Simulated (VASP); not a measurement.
# Ca (P6_3/mmc) in VASP: a series of runs, part 2 of 2

VASP 6.6.1. The steps go on from the part before.

### Step 4. Single point, PBEsol (strain along c alone, the other axes held: -3.0 %)

Input file INCAR:

```
SYSTEM = Ca
ALGO = Fast ; EDIFF = 1E-7
ENCUT = 520 ; GGA = PS
ISIF = 2 ; ISMEAR = 0
LASPH = .True. ; LCHARG = .False.
LREAL = .False. ; LWAVE = .False.
NBANDS = 17 ; NELM = 80
PREC = Accurate ; SIGMA = 0.1
```

Input file KPOINTS:

```
k-points
0
Gamma
  12 12 8
  0 0 0
```

Input file POSCAR:

```
Ca
1.0
    3.8524073137      0.0000000000      0.0000000000
   -1.9262036569      3.3362825994      0.0000000000
    0.0000000000      0.0000000000      6.1507577250
Ca
2
Direct
    0.6666666667      0.3333333333      0.7500000000
    0.3333333333      0.6666666667      0.2500000000
```

Potentials or basis: VASP PAW PBE potentials, release 64 (Ca_sv).

Run with:

```bash
$ cat potpaw_PBE.64/Ca_sv/POTCAR > POTCAR
$ mpirun -np 1 vasp_std > vasp.out
```

OUTCAR:

```text
SYSTEM = Ca
   EDIFF = 1E-7
   ENCUT = 520
   GGA = PS
   ISIF = 2
   ISMEAR = 0
   LASPH = .True.
   LREAL = .False.
   NELM = 80
   PREC = Accurate

 ion  position               nearest neighbor table
   1  0.667  0.333  0.750-
   2  0.333  0.667  0.250-

  LATTYP: Found a hexagonal cell.
 ALAT       =     3.8524073137
 C/A-ratio  =     1.5966010923

  Lattice vectors:

 A1 = (   3.8524073137,   0.0000000000,   0.0000000000)
 A2 = (  -1.9262036569,   3.3362825994,   0.0000000000)
 A3 = (   0.0000000000,   0.0000000000,   6.1507577250)

Analysis of symmetry for initial positions (statically):
=====================================================================
 Subroutine PRICEL returns:
 Original cell was already a primitive cell.

 Routine SETGRP: Setting up the symmetry group for a
 hexagonal supercell.

 Subroutine GETGRP returns: Found 24 space group operations
 (whereof 12 operations were pure point group operations)
 out of a pool of 24 trial point group operations.

The static configuration has the point symmetry D_3d.
 The point group associated with its full space group is D_6h.

Analysis of symmetry for dynamics (positions and initial velocities):
=====================================================================
 Subroutine PRICEL returns:
 Original cell was already a primitive cell.

 Routine SETGRP: Setting up the symmetry group for a
 hexagonal supercell.

 Subroutine GETGRP returns: Found 24 space group operations
 (whereof 12 operations were pure point group operations)
 out of a pool of 24 trial point group operations.

The dynamic configuration has the point symmetry D_3d.
 The point group associated with its full space group is D_6h.

 Subroutine INISYM returns: Found 24 space group operations
 (whereof 12 operations are pure point group operations),
 and found     1 'primitive' translations

[... 111 lines left out ...]
   IALGO  =     68    algorithm
   IMIX   =      4    mixing-type and parameters
     AMIX     =   0.40;   BMIX     =  1.00
     AMIX_MAG =   1.60;   BMIX_MAG =  1.00
  volume/ion in A,a.u.               =      39.53       266.74
  Fermi-wavevector in a.u.,A,eV,Ry     =   1.035405  1.956632 14.586311  1.072064
  Thomas-Fermi vector in A             =   2.169747
   LORBIT       =      0    0 simple, 1 ext, 2 COOP (PROOUT), +10 PAW based schemes
   GGA     = PS    functional components
   LHFCALC =     F    Hartree Fock is set to
   AEXX    =    0.0000 exact exchange contribution
   IVDW    =     0    specifies the selected vdW correction
   LEPSILON=     F    determine dielectric tensor
   LRPA    =     F    only Hartree local field effects (RPA)
 non-spin polarized calculation
 RMM-DIIS sequential band-by-band and
 Gauss-broadening in eV      SIGMA  =   0.10
  energy-cutoff  :      520.00
  volume of cell :       79.05
 maximum number of plane-waves:      2160
 NGX is ok and might be reduce to    30
   NGX = 15   NGY = 15   NGZ = 23

 number of electron      20.0000002 magnetization

 Free energy of the ion-electron system (eV)
  ---------------------------------------------------
  ext. energy  EPLUGINS =         0.00000000
  ---------------------------------------------------
  free energy    TOTEN  =        -4.25458269 eV

  energy without entropy =       -4.24481441  energy(sigma->0) =       -4.24969855

 E-fermi :   2.2294     XC(G=0):  -8.0202

 val. band max:        2.1963408473   @ k =   0.1667   0.1667   0.0000
 cond. band min:       2.2300814392   @ k =   0.1667   0.1667   0.0000
 fundamental gap:      0.0337405919
 Fermi energy:         2.2294262632

 k-point     1 :       0.0000    0.0000    0.0000
  band No.  band energies     occupation
      1     -39.5240      2.00000
      2     -39.5031      2.00000
      3     -20.6907      2.00000
      4     -20.5369      2.00000
      5     -20.5369      2.00000
      6     -20.5092      2.00000
[... 457 lines left out ...]
      4     -20.6179      2.00000
      5     -20.6061      2.00000
      6     -20.5650      2.00000
[... 9 lines left out ...]
     16       5.7166      0.00000
     17       5.7333      0.00000

 [... further k-points ...]

------------------------ aborting loop because EDIFF is reached ----------------------------------------

  FORCE on cell =-STRESS in cart. coord.  units (eV):
  Direction    XX          YY          ZZ          XY          YZ          ZX
  --------------------------------------------------------------------------------------
  -------------------------------------------------------------------------------------
  Total        0.1250492      0.1250492      0.6938409     -0.0000000      0.0000000      0.0000000
  in kB        2.5343579      2.5343579     14.0619919     -0.0000000      0.0000000      0.0000000
  external PRESSURE =       6.3769025 kB  Pullay stress =       0.0000000 kB

 VOLUME and BASIS-vectors are now :
 -----------------------------------------------------------------------------
  energy-cutoff  :      520.00
  volume of cell :       79.05
      direct lattice vectors                 reciprocal lattice vectors
     3.852407314  0.000000000  0.000000000     0.259577952  0.149867400  0.000000000
    -1.926203657  3.336282599  0.000000000     0.000000000  0.299734801  0.000000000
     0.000000000  0.000000000  6.150757725     0.000000000  0.000000000  0.162581595

 POSITION                                       TOTAL-FORCE (eV/Angst)
 -----------------------------------------------------------------------------------
      1.92620      1.11209      4.61307        -0.000000      0.000000      0.000000
     -0.00000      2.22419      1.53769         0.000000     -0.000000      0.000000
 -----------------------------------------------------------------------------------
    total drift:                               -0.000000      0.000000      0.000000

  FREE ENERGIE OF THE ION-ELECTRON SYSTEM (eV)
  ---------------------------------------------------
  free  energy   TOTEN  =        -4.2545826868 eV

  energy  without entropy=       -4.2448144061  energy(sigma->0) =       -4.24969855
```

OSZICAR:

```text
N       E                     dE             d eps       ncg     rms          rms(c)
DAV:   1     0.171999476698E+03    0.17200E+03   -0.10176E+04  3230   0.107E+03
DAV:   2     0.490258679126E+01   -0.16710E+03   -0.16495E+03  3643   0.316E+02
DAV:   3    -0.400865018600E+01   -0.89112E+01   -0.88590E+01  6328   0.543E+01
DAV:   4    -0.426472708380E+01   -0.25608E+00   -0.25564E+00  3894   0.100E+01
DAV:   5    -0.427989241344E+01   -0.15165E-01   -0.15158E-01  5547   0.145E+00    0.309E+00
RMM:   6    -0.426222661039E+01    0.17666E-01   -0.14318E-02  3406   0.130E+00    0.190E+00
RMM:   7    -0.425411719537E+01    0.81094E-02   -0.39528E-02  3600   0.237E+00    0.136E-01
RMM:   8    -0.425422083850E+01   -0.10364E-03   -0.10130E-02  4110   0.922E-01    0.400E-02
RMM:   9    -0.425449241563E+01   -0.27158E-03   -0.34992E-03  4940   0.449E-01    0.552E-02
RMM:  10    -0.425455694046E+01   -0.64525E-04   -0.47070E-04  5010   0.162E-01    0.783E-02
RMM:  11    -0.425456688971E+01   -0.99493E-05   -0.32070E-04  5043   0.136E-01    0.226E-02
RMM:  12    -0.425457612935E+01   -0.92396E-05   -0.10327E-04  5115   0.576E-02    0.183E-02
RMM:  13    -0.425457962219E+01   -0.34928E-05   -0.32712E-05  5398   0.234E-02    0.114E-02
RMM:  14    -0.425458111645E+01   -0.14943E-05   -0.75110E-06  4745   0.113E-02    0.410E-03
RMM:  15    -0.425458189631E+01   -0.77986E-06   -0.51683E-06  4381   0.556E-03    0.340E-03
RMM:  16    -0.425458254403E+01   -0.64772E-06   -0.10892E-06  4171   0.547E-03    0.847E-05
RMM:  17    -0.425458266313E+01   -0.11910E-06   -0.75758E-07  3646   0.272E-03    0.621E-05
RMM:  18    -0.425458268680E+01   -0.23669E-07   -0.20623E-07  3195   0.171E-03
   1 F= -.42545827E+01 E0= -.42496985E+01  d E =-.976828E-02
```

Run time: 1.8 min. Hardware: 1 thread of Oxide Virtual Turin-like, shared host; peak memory 0.23 GiB.

What came out:

| Property | Result |
| --- | --- |
| Free energy | -4.2546 eV |
| Pressure | 0.6 GPa |
| Band gap on the k mesh | zero (bands 10 and 11 overlap by 0.47 eV) |

Stress tensor (GPa, compression positive):
```
0.25 0.00 0.00
0.00 0.25 0.00
0.00 0.00 1.41
```

Caveat: the cell differs from its parent crystal (strain along c alone, the other axes held: -3.0 %); the PAW data sets were made with another functional, which shifts forces and pressure a little.

### Step 5. Summary

```tsv
cell	further INCAR settings	gap on the mesh (eV)	pressure (GPa)
a = 3.852, b = 3.852, c = 6.626 Å, angles 90.0, 90.0, 120.0°, 2 atoms	ALGO = Fast; EDIFF = 1e-06; NBANDS = 17	none	-0.7
a = 3.852, b = 3.852, c = 6.056 Å, angles 90.0, 90.0, 120.0°, 2 atoms	ALGO = Fast; EDIFF = 1e-06; NBANDS = 17	none	1.0
a = 3.852, b = 3.852, c = 6.151 Å, angles 90.0, 90.0, 120.0°, 2 atoms	ALGO = Fast; EDIFF = 1e-07; NBANDS = 17	none	0.6
```

Alike in all rows: task single point; level PBEsol; potentials or basis VASP PAW PBE potentials, release 64 (Ca_sv); no spin polarisation; k mesh 12 × 12 × 8; cutoff (eV) 520; smearing gaussian 0.1 eV.

Caveats: the PAW data sets were made with another functional, which shifts forces and pressure a little.

Total energies depend on the potentials used, so only differences within one code and one set of settings carry meaning.

The gap in the log of VASP goes by the Fermi energy; the results here count the filled bands.